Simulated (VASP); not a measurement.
# Si (P6_3/mmc) in VASP: notebook

Si is run at these levels: PBE; tasks: single point.

Everything below comes from runs of VASP 6.6.1. Logs are shortened: lines on timing, memory, paths and dates and some standing lists are left out, and cuts for length are marked.

**1. The cell of the first run**

Symmetry: P6_3/mmc, No. 194, hexagonal system. The conventional cell has a = 3.697 Å, b = 3.697 Å, c = 6.905 Å, α = 90.00°, β = 90.00°, γ = 120.00°. Within 3.2 Å of Si (site symmetry 3m) lie 4 Si at 2.39 Å.

This isn't the form of Si at room conditions, which is diamond.

**2. Single point, PBE**

INCAR

```
PREC = Accurate
ENCUT = 520
EDIFF = 1E-7
ISMEAR = 0
SIGMA = 0.05
LREAL = False
LASPH = True
NELM = 100
ALGO = Normal
ISIF = 2
LWAVE = False
LCHARG = False
GGA = PE
NBANDS = 16
```

KPOINTS

```
Automatic mesh
0
Gamma
  12 12 6
```

POSCAR

```
Si
1.0
    3.6973121707      0.0000000000      0.0000000000
   -1.8486560853      3.2019662655      0.0000000000
    0.0000000000      0.0000000000      6.9051002099
Si
4
Direct
    0.3333333333      0.6666666667      0.0770726086
    0.6666666667      0.3333333333      0.5770726086
    0.3333333333      0.6666666667      0.4229273914
    0.6666666667      0.3333333333      0.9229273914
```

Potentials or basis: VASP PAW PBE potentials, release 64 (Si).

Started as:

```
$ cat potpaw_PBE.64/Si/POTCAR > POTCAR
$ mpirun -np 1 vasp_std > vasp.out
```

OUTCAR:

```text
PREC = Accurate
   ENCUT = 520
   EDIFF = 1E-7
   ISMEAR = 0
   LREAL = False
   LASPH = True
   NELM = 100
   ISIF = 2
   GGA = PE

 ion  position               nearest neighbor table
   1  0.333  0.667  0.077-   4 2.39   4 2.39   4 2.39   3 2.39
   2  0.667  0.333  0.577-   3 2.39   3 2.39   3 2.39   4 2.39
   3  0.333  0.667  0.423-   2 2.39   2 2.39   2 2.39   1 2.39
   4  0.667  0.333  0.923-   1 2.39   1 2.39   1 2.39   2 2.39

  LATTYP: Found a hexagonal cell.
 ALAT       =     3.6973121707
 C/A-ratio  =     1.8676000000

  Lattice vectors:

 A1 = (   3.6973121707,   0.0000000000,   0.0000000000)
 A2 = (  -1.8486560853,   3.2019662655,   0.0000000000)
 A3 = (   0.0000000000,   0.0000000000,   6.9051002099)

Analysis of symmetry for initial positions (statically):
=====================================================================
 Subroutine PRICEL returns:
 Original cell was already a primitive cell.

 Routine SETGRP: Setting up the symmetry group for a
 hexagonal supercell.

 Subroutine GETGRP returns: Found 24 space group operations
 (whereof 12 operations were pure point group operations)
 out of a pool of 24 trial point group operations.

The static configuration has the point symmetry D_3d.
 The point group associated with its full space group is D_6h.

Analysis of symmetry for dynamics (positions and initial velocities):
=====================================================================
 Subroutine PRICEL returns:
 Original cell was already a primitive cell.

 Routine SETGRP: Setting up the symmetry group for a
 hexagonal supercell.

 Subroutine GETGRP returns: Found 24 space group operations
 (whereof 12 operations were pure point group operations)
 out of a pool of 24 trial point group operations.

The dynamic configuration has the point symmetry D_3d.
 The point group associated with its full space group is D_6h.

 Subroutine INISYM returns: Found 24 space group operations
 (whereof 12 operations are pure point group operations),
 and found     1 'primitive' translations

----------------------------------------------------------------------------------------

                                     Primitive cell

  volume of cell :      81.7472

  direct lattice vectors                    reciprocal lattice vectors
     3.697312171  0.000000000  0.000000000     0.270466748  0.156154050  0.000000000
    -1.848656085  3.201966265  0.000000000     0.000000000  0.312308100  0.000000000
     0.000000000  0.000000000  6.905100210     0.000000000  0.000000000  0.144820491

  length of vectors
     3.697312171  3.697312171  6.905100210     0.312308100  0.312308100  0.144820491

  position of ions in fractional coordinates (direct lattice)
     0.333333333  0.666666667  0.077072609
     0.666666667  0.333333333  0.577072609
     0.333333333  0.666666667  0.422927391
     0.666666667  0.333333333  0.922927391

  ion indices of the primitive-cell ions
   primitive index   ion index
                 1           1
                 2           2
                 3           3
                 4           4

----------------------------------------------------------------------------------------

 KPOINTS: Automatic mesh

Automatic generation of k-mesh.
 Grid dimensions read from file:
 generate k-points for:   12   12    6

 Generating k-lattice:

  Cartesian coordinates                     Fractional coordinates (reciprocal lattice)
     0.022538896  0.013012837  0.000000000     0.083333333  0.000000000  0.000000000
     0.000000000  0.026025675  0.000000000     0.000000000  0.083333333  0.000000000
     0.000000000  0.000000000  0.024136748     0.000000000  0.000000000  0.166666667

  Length of vectors
     0.026025675  0.026025675  0.024136748

  Shift w.r.t. Gamma in fractional coordinates (k-lattice)
     0.000000000  0.000000000  0.000000000

 Subroutine IBZKPT returns following result:
 ===========================================

 Found     76 irreducible k-points:

 Following reciprocal coordinates:
            Coordinates               Weight
  0.000000  0.000000  0.000000      1.000000
  0.083333  0.000000  0.000000      6.000000
  0.166667  0.000000  0.000000      6.000000
  0.250000  0.000000  0.000000      6.000000
  0.333333  0.000000  0.000000      6.000000
  0.416667  0.000000  0.000000      6.000000
[... 16 lines left out ...]
  0.250000  0.000000  0.166667     12.000000
  0.333333  0.000000  0.166667     12.000000
 [... further k-points ...]
   k-points           NKPTS =     76   k-points in BZ     NKDIM =     76   number of bands    NBANDS=     16
   number of dos      NEDOS =    301   number of ions     NIONS =      4
   total plane-waves  NPLWV =  42336
   dimension x,y,z NGX =    28 NGY =   28 NGZ =   54
   dimension x,y,z NGXF=    56 NGYF=   56 NGZF=  108
   ions per type =               4
   NGX,Y,Z   is equivalent  to a cutoff of  12.59, 12.59, 13.00 a.u.
   NGXF,Y,Z  is equivalent  to a cutoff of  25.18, 25.18, 26.00 a.u.
 SYSTEM =  unknown system
   PREC   = accura    normal or accurate (medium, high low for compatibility)
   ISTART =      0    job   : 0-new  1-cont  2-samecut
   ICHARG =      2    charge: 1-file 2-atom 10-const
   ISPIN  =      1    spin polarized calculation?
   LNONCOLLINEAR =      F non collinear calculations
   LSORBIT =      F    spin-orbit coupling
   LASPH  =      T    aspherical Exc in radial PAW
   ENCUT  =  520.0 eV  38.22 Ry    6.18 a.u.   6.87  6.87 12.84*2*pi/ulx,y,z
   NELM   =    100;   NELMIN=  2; NELMDL= -5     # of ELM steps
   EDIFF  = 0.1E-06   stopping-criterion for ELM
   LREAL  =      F    real-space projection
   EDIFFG = 0.1E-05   stopping-criterion for IOM
   NSW    =      0    number of steps for IOM
   IBRION =     -1    ionic relax: 0-MD 1-quasi-New 2-CG
   NFREE  =      0    steps in history (QN), initial steepest desc. (CG)
   ISIF   =      2    stress and relaxation
   ISYM   =      2    0-nonsym 1-usesym 2-fastsym
   POTIM  = 0.5000    time-step for ionic-motion
   TEBEG  =    0.0;   TEEND  =   0.0 temperature during run
   PSTRESS=    0.0 pullay stress
   NELECT =      16.0000    total number of electrons
   NUPDOWN=      -1.0000    fix difference up-down
   EMIN   =  10.00;   EMAX   =-10.00  energy-range for DOS
   EFERMI =   0.00;   METHOD = LEGACY
   ISMEAR =     0;   SIGMA  =   0.05  broadening in eV -4-tet -1-fermi 0-gaus
   EFERMI_NEDOS =   21; number of points for ismear=-14 and -15
   IALGO  =     38    algorithm
   IMIX   =      4    mixing-type and parameters
     AMIX     =   0.40;   BMIX     =  1.00
     AMIX_MAG =   1.60;   BMIX_MAG =  1.00
  volume/ion in A,a.u.               =      20.44       137.91
  Fermi-wavevector in a.u.,A,eV,Ry     =   0.950511  1.796206 12.292475  0.903471
  Thomas-Fermi vector in A             =   2.078895
   LORBIT       =      0    0 simple, 1 ext, 2 COOP (PROOUT), +10 PAW based schemes
   GGA     = PE    functional components
   LHFCALC =     F    Hartree Fock is set to
   AEXX    =    0.0000 exact exchange contribution
   IVDW    =     0    specifies the selected vdW correction
   LEPSILON=     F    determine dielectric tensor
   LRPA    =     F    only Hartree local field effects (RPA)
 non-spin polarized calculation
 Gauss-broadening in eV      SIGMA  =   0.05
  energy-cutoff  :      520.00
  volume of cell :       81.75
 maximum number of plane-waves:      2224
 NGX is ok and might be reduce to    28
   NGX = 13   NGY = 13   NGZ = 25

 number of electron      16.0000001 magnetization

 Free energy of the ion-electron system (eV)
  ---------------------------------------------------
  ext. energy  EPLUGINS =         0.00000000
  ---------------------------------------------------
  free energy    TOTEN  =       -21.08290080 eV

  energy without entropy =      -21.08206040  energy(sigma->0) =      -21.08248060

 E-fermi :   6.1574     XC(G=0):  -9.3746

 val. band max:        6.1439562011   @ k =   0.3333   0.3333   0.0000
 cond. band min:       6.1820323904   @ k =   0.4167   0.0833   0.3333
 fundamental gap:      0.0380761892
 Fermi energy:         6.1574110225

 k-point     1 :       0.0000    0.0000    0.0000
  band No.  band energies     occupation
      1      -6.1640      2.00000
      2      -4.2798      2.00000
      3      -1.8587      2.00000
      4       4.2713      2.00000
      5       5.3359      2.00000
      6       5.3359      2.00000
[... 8 lines left out ...]
     15      10.4675      0.00000
     16      12.2301      0.00000

 k-point     2 :       0.0833    0.0000    0.0000
  band No.  band energies     occupation
      1      -6.0765      2.00000
      2      -4.1897      2.00000
      3      -1.8013      2.00000
      4       4.2451      2.00000
      5       4.6137      2.00000
      6       5.1314      2.00000
[... 8 lines left out ...]
     15      10.9770      0.00000
     16      11.6307      0.00000

 k-point     3 :       0.1667    0.0000    0.0000
  band No.  band energies     occupation
      1      -5.8163      2.00000
      2      -3.9210      2.00000
      3      -1.6463      2.00000
      4       3.2881      2.00000
      5       4.1574      2.00000
      6       4.4784      2.00000
[... 8 lines left out ...]
     15      11.6937      0.00000
     16      12.2284      0.00000

 k-point     4 :       0.2500    0.0000    0.0000
  band No.  band energies     occupation
      1      -5.3916      2.00000
      2      -3.4798      2.00000
      3      -1.4682      2.00000
      4       2.0325      2.00000
      5       3.0380      2.00000
      6       3.8892      2.00000
[... 8 lines left out ...]
     15      12.7624      0.00000
     16      12.8353      0.00000
[... 324 lines left out ...]
 k-point    22 :       0.1667    0.0000    0.1667
  band No.  band energies     occupation
      1      -5.7416      2.00000
      2      -4.1873      2.00000
      3      -1.2398      2.00000
      4       3.2661      2.00000
      5       3.4139      2.00000
      6       4.6067      2.00000
[... 8 lines left out ...]
     15      11.4747      0.00000
     16      12.1131      0.00000

 k-point    23 :       0.2500    0.0000    0.1667
  band No.  band energies     occupation
      1      -5.3174      2.00000
      2      -3.7581      2.00000
      3      -1.0705      2.00000
      4       2.1161      2.00000
      5       2.6092      2.00000
      6       3.8830      2.00000
[... 8 lines left out ...]
     15      12.4983      0.00000
     16      12.8445      0.00000

 k-point    24 :       0.3333    0.0000    0.1667
  band No.  band energies     occupation
      1      -4.7504      2.00000
      2      -3.1901      2.00000
      3      -1.1249      2.00000
      4       1.3010      2.00000
      5       1.4286      2.00000
      6       3.5175      2.00000
[... 8 lines left out ...]
     15      12.9113      0.00000
     16      13.3001      0.00000

 [... further k-points ...]

------------------------ aborting loop because EDIFF is reached ----------------------------------------

  FORCE on cell =-STRESS in cart. coord.  units (eV):
  Direction    XX          YY          ZZ          XY          YZ          ZX
  --------------------------------------------------------------------------------------
  -------------------------------------------------------------------------------------
  Total        1.9299415      1.9299415     -6.0422166      0.0000000      0.0000000      0.0000000
  in kB       37.8252546     37.8252546   -118.4224417      0.0000000      0.0000000      0.0000000
  external PRESSURE =     -14.2573108 kB  Pullay stress =       0.0000000 kB

 VOLUME and BASIS-vectors are now :
 -----------------------------------------------------------------------------
  energy-cutoff  :      520.00
  volume of cell :       81.75
      direct lattice vectors                 reciprocal lattice vectors
     3.697312171  0.000000000  0.000000000     0.270466748  0.156154050  0.000000000
    -1.848656085  3.201966265  0.000000000     0.000000000  0.312308100  0.000000000
     0.000000000  0.000000000  6.905100210     0.000000000  0.000000000  0.144820491

 POSITION                                       TOTAL-FORCE (eV/Angst)
 -----------------------------------------------------------------------------------
     -0.00000      2.13464      0.53219         0.000000     -0.000000     -1.306305
      1.84866      1.06732      3.98474        -0.000000      0.000000     -1.306305
     -0.00000      2.13464      2.92036        -0.000000     -0.000000      1.306305
      1.84866      1.06732      6.37291        -0.000000      0.000000      1.306305
 -----------------------------------------------------------------------------------
    total drift:                               -0.000000      0.000000      0.000000

  FREE ENERGIE OF THE ION-ELECTRON SYSTEM (eV)
  ---------------------------------------------------
  free  energy   TOTEN  =       -21.0829008031 eV

  energy  without entropy=      -21.0820603963  energy(sigma->0) =      -21.08248060
```

It took 2.2 min on 1 thread of Intel Xeon 8259CL, shared host; peak memory 0.23 GiB.

Results:

```yaml
Free_energy: -21.0829 eV
Pressure: -1.4 GPa
Largest_force: 1.306 eV/Å
Band_gap_on_the_k_mesh: zero (bands 8 and 9 overlap by 0.62 eV)
```

Forces in eV/Å, atoms in the order of the input:
```
Si   0.000  0.000 -1.306
Si   0.000  0.000 -1.306
Si   0.000  0.000  1.306
Si   0.000  0.000  1.306
```

Levels at points of the mesh, in eV from the Fermi level:
| k point | band 6 | band 7 | band 8 | band 9 | band 10 | band 11 |
| --- | --- | --- | --- | --- | --- | --- |
| (0.00, 0.00, 0.00) | -0.82 | 0.33 | 0.44 | 0.44 | 2.25 | 2.26 |
| (0.50, 0.00, 0.00) | -3.59 | -2.57 | -1.25 | 0.89 | 1.56 | 2.09 |
| (0.00, 0.00, 0.50) | -0.34 | -0.34 | -0.34 | 2.67 | 2.67 | 3.24 |
| (0.50, 0.00, 0.50) | -3.36 | -2.05 | -2.05 | 0.06 | 0.06 | 1.72 |

Caveat: the stress differs along the axes, from -12 to 4 GPa; semilocal functionals underestimate gaps, and a narrow one can read as zero; forces of over 1 eV/Å act on the atoms, so gaps and moduli don't describe the material at rest.

(Continued in part 2 of 2.)

The gap in the log of VASP goes by the Fermi energy; the results here count the filled bands.